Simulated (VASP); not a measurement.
A run of VASP 6.6.1 is set up as follows.

Contents of INCAR:

```
PREC = Accurate
ENCUT = 520
EDIFF = 1E-6
ISMEAR = 0
SIGMA = 0.1
LREAL = False
LASPH = True
NELM = 60
ALGO = Normal
ISIF = 2
LWAVE = False
LCHARG = False
GGA = PE
NBANDS = 40
```

KPOINTS

```
regular mesh
0
Gamma
  4 4 4
```

The input POSCAR:

```
GaIr2
1.0
    0.0000000000      3.6796798974      3.6796798974
    3.6796798974      0.0000000000      3.6796798974
    3.6796798974      3.6796798974      0.0000000000
Ga Ir
2 4
Direct
    0.0000000000      0.0000000000      0.0000000000
    0.2500000000      0.2500000000      0.2500000000
    0.6250000000      0.6250000000      0.6250000000
    0.1250000000      0.6250000000      0.6250000000
    0.6250000000      0.6250000000      0.1250000000
    0.6250000000      0.1250000000      0.6250000000
```

Potentials or basis: VASP PAW PBE potentials, release 64 (Ga_d, Ir).

Launch:

```console
$ cat potpaw_PBE.64/Ga_d/POTCAR potpaw_PBE.64/Ir/POTCAR > POTCAR
$ mpirun -np 1 vasp_std > vasp.out
```

Predict the pressure.

0.4 GPa.

What does it give for the band gap on the k mesh?

Zero (band 31 reaches 7.79 eV, above the bottom of band 32 at 7.18 eV).

Caveat: the k points lie up to 0.37 Å⁻¹ apart; spin-orbit coupling is left out, which moves the levels of the heavy elements.
